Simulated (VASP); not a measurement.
A run of VASP 6.6.1 is set up as follows.

The input INCAR:

```
SYSTEM = ZrS2
PREC = Accurate ; ENCUT = 500
EDIFF = 1E-6 ; ISMEAR = 0
SIGMA = 0.1 ; LREAL = .FALSE.
LASPH = .TRUE. ; NELM = 120
ALGO = Normal ; ISIF = 2
LWAVE = .FALSE. ; LCHARG = .FALSE.
GGA = PS ; NBANDS = 19
GGA_COMPAT = .FALSE.
```

KPOINTS

```
regular mesh
0
G
  6 6 4
  0 0 0
```

File POSCAR:

```
ZrS2
1.0
    3.6913825500      0.0000000000      0.0000000000
   -1.8456912700      3.1968310600      0.0000000000
    0.0000000000      0.0000000000      6.0410770100
Zr S
1 2
Direct
    0.0000000000      0.0000000000      0.0000000000
    0.6666666700      0.3333333300      0.7620900300
    0.3333333300      0.6666666700      0.2379099700
```

Potentials or basis: VASP PAW PBE potentials, release 64 (Zr_sv, S).

Launch:

```bash
$ cat potpaw_PBE.64/Zr_sv/POTCAR potpaw_PBE.64/S/POTCAR > POTCAR
$ mpirun -np 1 vasp_std > vasp.out
```

(1) Predict the band gap on the k mesh.

(2) Predict the pressure.

(3) What does it give for the largest force?

## Answers

(1) 1.00 eV, indirect (least direct gap 1.58 eV).

(2) -2.4 GPa.

(3) 0.142 eV/Å.

Caveat: the PAW data sets were made with another functional, which shifts forces and pressure a little; this functional lacks dispersion, which binds the layers, so the pressure and a relaxed spacing across them are unreliable.
